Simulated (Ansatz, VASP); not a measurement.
# Sr2Ni in VASP and in Ansatz

```
Sr Ni
1.0
     6.34378    0.00000    0.00000
     0.00000    6.34378    0.00000
     0.00000    0.00000    6.34378
Sr Ni
4 2
Direct
  0.25000 0.25000 0.25000
  0.25000 0.75000 0.75000
  0.75000 0.75000 0.25000
  0.75000 0.25000 0.75000
  0.00000 0.00000 0.00000
  0.50000 0.50000 0.50000
```

Alike in both runs: functional PBE; k mesh 4 × 4 × 4; occupations gaussian, width 0.1 eV; no spin polarisation.

Ansatz relaxed the structure, and its values are those at the end. VASP's run is a single point on that final structure, the one shown.

|  | VASP | Ansatz |
| --- | --- | --- |
| version | VASP 6.6.1 | Ansatz 0.2.0 |
| potentials or method | VASP PAW PBE potentials, release 64 (Sr_sv, Ni), cutoff 520 eV | scalar-relativistic, plane waves, PAW |
| valence electrons in the cell | 60 | 76 |

```csv
,VASP,Ansatz,Ansatz less VASP
gap on the k mesh at the Fermi level (eV),none,none,-
pressure (GPa),0.4,0.3,-0.11
```

A gap of «none» marks a metal or a gap that the smearing closes. VASP's potentials hold 60 valence electrons a cell and Ansatz's 76, so a difference there can come from the potentials and not from the codes.
